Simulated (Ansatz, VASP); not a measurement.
# Two plane-wave programs on KF

File INCAR:

```
SYSTEM = KF
  PREC = Accurate
  ENCUT = 520
  EDIFF = 1E-6
  ISMEAR = 0
  SIGMA = 0.05
  LREAL = .False.
  LASPH = .True.
  NELM = 100
  ALGO = Normal
  ISIF = 2
  LWAVE = .False.
  LCHARG = .True.
  GGA = PE
  LELF = .True.
  LVHAR = .True.
  NBANDS = 15
```

Contents of KPOINTS:

```
Automatic mesh
0
Gamma
  8 8 8
  0 0 0
```

Contents of POSCAR:

```
KF
1.0
   -0.0583260090      2.7103136579      2.7103136579
    2.7103136579     -0.0583260090      2.7103136579
    2.7103136579      2.7103136579     -0.0583260090
K F
1 1
Direct
    0.0000000000      0.0000000000      0.0000000000
    0.5000000000      0.5000000000      0.5000000000
```

Input for Ansatz:

```yaml
crystal:
  lattice:
    - [-0.058326009, 2.7103136579, 2.7103136579]
    - [2.7103136579, -0.058326009, 2.7103136579]
    - [2.7103136579, 2.7103136579, -0.058326009]
  atoms:
    - { symbol: K, position: [0.0, 0.0, 0.0] }
    - { symbol: F, position: [0.5, 0.5, 0.5] }
basis:
  ecutwfc: 520.0
kpoints:
  mp_grid: { grid: [8, 8, 8] }
hamiltonian:
  xc: pbe
scf:
  occupations: { method: gaussian, width: 0.05 }
output:
  forces: true
  stress: true
  eigenvalues: true
```

Alike in both runs: task single point; functional PBE; k mesh 8 × 8 × 8; occupations gaussian, width 0.05 eV; no spin polarisation.

|  | VASP | Ansatz |
| --- | --- | --- |
| version | VASP 6.6.1 | Ansatz 0.2.0 |
| potentials or method | VASP PAW PBE potentials, release 64 (K_sv, F), cutoff 520 eV | scalar-relativistic, plane waves, PAW |
| valence electrons in the cell | 16 | 16 |

```tsv
	VASP	Ansatz	Ansatz less VASP
gap on the k mesh at the Fermi level (eV)	5.77	5.78	+0.014
least direct gap on the mesh (eV)	5.77	5.78	+0.014
pressure (GPa)	-0.9	-0.9	+0.01
traceless stress, the component that is largest in VASP (GPa)	0.28	0.28	+0.003
```

The functional is the same, so the differences come from potentials, cutoffs and numerics.
